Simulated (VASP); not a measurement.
A run of VASP 6.6.1:

INCAR

```
SYSTEM = TiO2
ALGO = Normal ; EDIFF = 1E-6
ENCUT = 520 ; GGA = PE
ISIF = 2 ; ISMEAR = 0
LASPH = .TRUE. ; LCHARG = .FALSE.
LDAU = .TRUE. ; LDAUJ = 0 0
LDAUL = 2 -1 ; LDAUPRINT = 1
LDAUTYPE = 2 ; LDAUU = 4 0
LMAXMIX = 4 ; LREAL = .FALSE.
LWAVE = .FALSE. ; NBANDS = 33
NELM = 150 ; PREC = Accurate
SIGMA = 0.02
```

Contents of KPOINTS:

```
k-points
0
G
  6 6 10
  0 0 0
```

File POSCAR:

```
TiO2
1.0
    4.7795605103      0.0000000000      0.0000000000
    0.0000000000      4.7795605103      0.0000000000
    0.0000000000      0.0000000000      2.9520026704
Ti O
2 4
Direct
    0.5000000000      0.5000000000      0.0000000000
    0.0000000000      0.0000000000      0.5000000000
    0.6934621982      0.6934621982      0.5000000000
    0.8065378018      0.1934621982      0.0000000000
    0.1934621982      0.8065378018      0.0000000000
    0.3065378018      0.3065378018      0.5000000000
```

Potentials or basis: VASP PAW PBE potentials, release 64 (Ti_sv, O).

The run is started by

```sh
$ cat potpaw_PBE.64/Ti_sv/POTCAR potpaw_PBE.64/O/POTCAR > POTCAR
$ mpirun -np 1 vasp_std > vasp.out
```

Hardware: 1 thread of Intel(R) Xeon(R) 6975P-C (Granite Rapids) (shared host).

How long does it take, and how much memory?

It took 52 s on 1 thread of Intel(R) Xeon(R) 6975P-C (Granite Rapids), with other jobs on the host, peak memory 0.24 GiB. Counts: scf iterations 16, k points 60.
